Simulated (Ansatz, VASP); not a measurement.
## One calculation of AgCl, two programs

Contents of INCAR:

```
  ALGO = Normal
  EDIFF = 1E-6
  ENCUT = 520
  ISIF = 2
  ISMEAR = -1
  LASPH = T
  LCHARG = T
  LELF = T
  LREAL = F
  LVHAR = T
  LWAVE = F
  NBANDS = 16
  NELM = 60
  PREC = Accurate
  SIGMA = 0.02
```

File KPOINTS:

```
k-points
0
Gamma
  8 8 8
```

POSCAR

```
AgCl
1.0
    0.0000000000      2.7176870000      2.7731500000
    2.7176870000      0.0000000000      2.7731500000
    2.7176870000      2.7176870000      0.0000000000
Ag Cl
1 1
Direct
    0.5000000000      0.5000000000      0.5000000000
    0.0000000000      0.0000000000      0.0000000000
```

Input for Ansatz:

```yaml
crystal:
  lattice:
    - [0.0, 2.717687, 2.77315]
    - [2.717687, 0.0, 2.77315]
    - [2.717687, 2.717687, 0.0]
  atoms:
    - { symbol: Ag, position: [0.5, 0.5, 0.5] }
    - { symbol: Cl, position: [0.0, 0.0, 0.0] }
kpoints:
  mp_grid: { grid: [8, 8, 8] }
  band_path:
    path:
      - [0.0, 0.0, 0.0]
      - [0.0, 0.5, 0.5]
      - [0.25, 0.75, 0.5]
      - [0.0, 0.5, 0.0]
      - [0.0, 0.0, 0.0]
      - [0.5, 0.5, 0.0]
      - [0.37005, 0.62995, 0.0]
      - [-0.37005, 0.37005, 0.0]
      - [0.0, 0.0, 0.0]
    npoints: 5
scf:
  occupations: { method: fermi_dirac, width: 0.02 }
hamiltonian:
  xc: lda
  pseudopotentials: { kind: all_electron, lapw: { basis_error: 0.0005 } }
output:
  forces: true
  stress: true
  eigenvalues: true
```

Change from the starting cell: equal xx and yy strain of -2 %.

Alike in both runs: task single point; functional LDA; k mesh 8 × 8 × 8; occupations fermi-dirac, width 0.02 eV; no spin polarisation.

|  | VASP | Ansatz |
| --- | --- | --- |
| version | VASP 6.6.1 | Ansatz 0.2.0 |
| potentials or method | VASP PAW LDA potentials, release 64 (Ag, Cl), cutoff 520 eV | all-electron LAPW, scalar-relativistic |

|  | VASP | Ansatz | Ansatz less VASP |
| --- | --- | --- | --- |
| pressure (GPa) | -3.8 | -3.8 | 0.00 |
| traceless stress, the component that is largest in VASP (GPa) | -0.24 | -0.24 | +0.007 |

LDA's correlation is that of Perdew and Zunger in VASP and of Perdew and Wang (1992) in Ansatz. Ansatz ran all-electron here, and VASP with PAW potentials.
